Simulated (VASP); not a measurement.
Set up this calculation in VASP 6.6.1, as the native input.

```
Task                   : single point
Functional             : PBE
Potentials or basis    : VASP PAW PBE potentials, release 64 (B, O)
Cutoff                 : 520 eV
k mesh                 : 12 × 12 × 12
Occupations            : gaussian, width 0.1 eV
Spin                   : collinear spin, ferromagnetic start
Starting moments       : [0.0, 1.0] μB
Dipole correction      : no
Further INCAR settings : ALGO = Normal; EDIFF = 1e-06; NBANDS = 16
```

The structure of BO lies in POSCAR:

```
BO
1.0
    1.1963346438      0.6907041287      4.6458589500
   -1.1963346438      0.6907041287      4.6458589500
    0.0000000000     -1.3814082573      4.6458589500
B O
1 1
Direct
    0.2662825211      0.2662825211      0.2662825211
    0.9758878189      0.9758878189      0.9758878189
```

The input as run:

INCAR

```
PREC     = Accurate       # precision mode
ENCUT    = 520            # plane-wave cutoff, eV
EDIFF    = 1E-6           # SCF threshold, eV
ISMEAR   = 0              # smearing method
SIGMA    = 0.1            # smearing width, eV
LREAL    = F              # projectors in reciprocal space
LASPH    = T              # aspherical terms in the spheres
NELM     = 150            # most SCF steps
ALGO     = Normal         # electronic algorithm
ISIF     = 2              # what is computed and relaxed
LWAVE    = F              # write WAVECAR
LCHARG   = T              # write CHGCAR
ISPIN    = 2              # spin polarisation
MAGMOM   = 0 1            # initial moments
LORBIT   = 11             # projections on sites
GGA      = PE             # functional
LELF     = T              # ELF
LVHAR    = T            
NBANDS   = 16             # bands
```

KPOINTS

```
regular mesh
0
Gamma
  12 12 12
```

Potentials or basis: VASP PAW PBE potentials, release 64 (B, O).

Run with:

```console
$ cat potpaw_PBE.64/B/POTCAR potpaw_PBE.64/O/POTCAR > POTCAR
$ mpirun -np 1 vasp_std > vasp.out
```

It gave:

The pressure is 3.5 GPa. The largest force is 0.993 eV/Å and the net moment is 0.84 μB per cell. The site moments are B +0.35; O +0.12 μB and the valence electrons inside the program's atomic spheres are B 1.84; O 5.20.

Caveat: the stress differs along the axes, from -4 to 8 GPa.

Wall time 8.2 min on 1 thread of Oxide Virtual Turin-like Processor, with other jobs on the host, peak memory 0.26 GiB.
